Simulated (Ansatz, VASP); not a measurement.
Al: VASP beside Ansatz

File INCAR:

```
SYSTEM = Al
PREC = Accurate
ENCUT = 520
EDIFF = 1E-6
ISMEAR = 0
SIGMA = 0.15
LREAL = .False.
LASPH = .True.
NELM = 100
ALGO = Fast
ISIF = 2
LWAVE = .False.
LCHARG = .False.
GGA = PS
IVDW = 12
NBANDS = 8
```

Contents of KPOINTS:

```
regular mesh
0
Gamma
  26 26 26
  0 0 0
```

File POSCAR:

```
Al
1.0
   -0.0396255523      1.9812776140      1.9812776140
    1.9812776140     -0.0396255523      1.9812776140
    1.9416520617      1.9416520617      0.0000000000
Al
1
Direct
    0.0000000000      0.0000000000      0.0000000000
```

Input for Ansatz:

```yaml
crystal:
  lattice:
    - [-0.0396255523, 1.981277614, 1.981277614]
    - [1.981277614, -0.0396255523, 1.981277614]
    - [1.9416520617, 1.9416520617, 0.0]
  atoms:
    - { symbol: Al, position: [0.0, 0.0, 0.0] }
basis:
  ecutwfc: 420
kpoints:
  mp_grid: { grid: [26, 26, 26] }
hamiltonian:
  xc: pbesol
  dispersion: d3bj
scf:
  occupations: { method: gaussian, width: 0.15 }
output:
  forces: true
  stress: true
  eigenvalues: true
```

Change from the starting cell: strain -0.0400 x Voigt [0, 0, 0, 0, 0, 1], atoms carried along.

Alike in both runs: task single point; functional PBEsol; dispersion D3(BJ); k mesh 26 × 26 × 26; occupations gaussian, width 0.15 eV; no spin polarisation.

|  | VASP | Ansatz |
| --- | --- | --- |
| version | VASP 6.6.1 | Ansatz 0.2.0 |
| potentials or method | VASP PAW PBE potentials, release 64 (Al), cutoff 520 eV | scalar-relativistic, plane waves, PAW |
| valence electrons in the cell | 3 | 3 |

```csv
,VASP,Ansatz,Ansatz less VASP
gap on the k mesh at the Fermi level (eV),none,none,-
pressure (GPa),0.3,0.2,-0.08
"traceless stress, the component that is largest in VASP (GPa)",1.94,1.92,-0.019
```

VASP's potentials were made for PBE, not for PBEsol. A gap of «none» marks a metal or a gap that the smearing closes.
